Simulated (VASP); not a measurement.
The system is NaCl.

```
Na Cl
1.0
    -0.04017    2.76253    2.76253
     2.76253   -0.04017    2.76253
     2.76253    2.76253   -0.04017
Na Cl
1 1
Cartesian
  0.0000 0.0000 0.0000
  2.7424 2.7424 2.7424
```

This cell differs from its parent crystal: strain along [111] -2.1%.

Base run:

```yaml
Program: VASP 6.6.1
Functional: r2SCAN
Potentials_or_basis: VASP PAW PBE potentials, release 64 (Na_pv, Cl)
Cutoff: 520 eV
k_mesh: 8 × 8 × 8
Occupations: gaussian, width 0.01 eV
Spin: no spin polarisation
```

Its results: band gap on the k mesh 6.03 eV; pressure 0.5 GPa.

Task: The run is repeated on the same cell with these changes: functional from r2SCAN to PBE; occupations from gaussian, width 0.01 eV to fermi-dirac, width 0.02 eV. What comes out?

Result: Band gap on the k mesh 5.21 eV; pressure 1.9 GPa.

Caveats: the PAW data sets were made with another functional, which shifts forces and pressure a little (at least some runs).

